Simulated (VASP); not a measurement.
Input of a VASP 6.6.1 run:

File INCAR:

```
SYSTEM = MgO
ALGO = Normal ; EDIFF = 1E-6
EDIFFG = -0.01 ; ENCUT = 600
GGA = PE ; IBRION = 2
ISIF = 4 ; ISMEAR = 0
LASPH = .TRUE. ; LCHARG = .FALSE.
LREAL = .FALSE. ; LWAVE = .FALSE.
NELM = 80 ; NSW = 50
PREC = Accurate ; SIGMA = 0.02
```

The input KPOINTS:

```
k-points
0
G
  12 12 6
  0 0 0
```

File POSCAR:

```
MgO
1.0
    3.3711105514      0.0000000000      0.0000000000
   -1.6855552757      2.9194673765      0.0000000000
    0.0000000000      0.0000000000      5.2464793405
Mg O
2 2
Direct
    0.3333333333      0.6666666667      0.0074364196
    0.6666666667      0.3333333333      0.5074364196
    0.3333333333      0.6666666667      0.3971635704
    0.6666666667      0.3333333333      0.8971635704
```

Potentials or basis: VASP PAW PBE potentials, release 64 (Mg, O).

Launch:

```sh
$ cat potpaw_PBE.64/Mg/POTCAR potpaw_PBE.64/O/POTCAR > POTCAR
$ mpirun -np 1 vasp_std > vasp.out
```

Predict the band gap on the k mesh.

3.14 eV.

Stress tensor (GPa, compression positive):
```
-6.41  0.00  0.00
 0.00 -6.41  0.00
 0.00  0.00 -6.28
```

A k mesh can miss the band edges.
